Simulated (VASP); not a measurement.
TcP2:

```
Tc P
1.0
     0.00000    2.85000    2.85000
     2.85000    0.00000    2.85000
     2.85000    2.85000    0.00000
Tc P
1 2
Direct
  0.00000 0.00000 0.00000
  0.25000 0.25000 0.25000
  0.75000 0.75000 0.75000
```

```yaml
Program: VASP 6.6.1
Task: relaxation of cell and atoms
Functional: PBEsol
Potentials_or_basis: VASP PAW PBE potentials, release 64 (Tc_pv, P)
Cutoff: 500 eV
k_mesh: 6 × 6 × 6
Occupations: fermi-dirac, width 0.1 eV
Spin: no spin polarisation
```

At the start: pressure -4.1 GPa; volume 15.43 Å³/atom.

Where does the relaxation end?

Over 3 steps the energy falls by 4.7 meV/atom and the volume is 15.08 Å³/atom (-2.3 %); space group Fm-3m (No. 225, to 0.1 Å) before and after.

The path:
```csv
step,energy change (eV),largest force (eV/Å),pressure (GPa),volume (Å³)
1,0.0000,0.0000,-4.06,46.30
2,0.0157,0.0000,6.58,43.73
3,-0.0140,0.0000,-0.03,45.23
```

Final structure:
```yaml
crystal:
  lattice:
    - [0.00000, 2.82786, 2.82786]
    - [2.82786, 0.00000, 2.82786]
    - [2.82786, 2.82786, 0.00000]
  atoms:
    - { symbol: Tc, position: [0.00000, 0.00000, 0.00000] }
    - { symbol: P, position: [0.25000, 0.25000, 0.25000] }
    - { symbol: P, position: [0.75000, 0.75000, 0.75000] }
```

Caveat: the PAW data sets were made with another functional, which shifts forces and pressure a little.
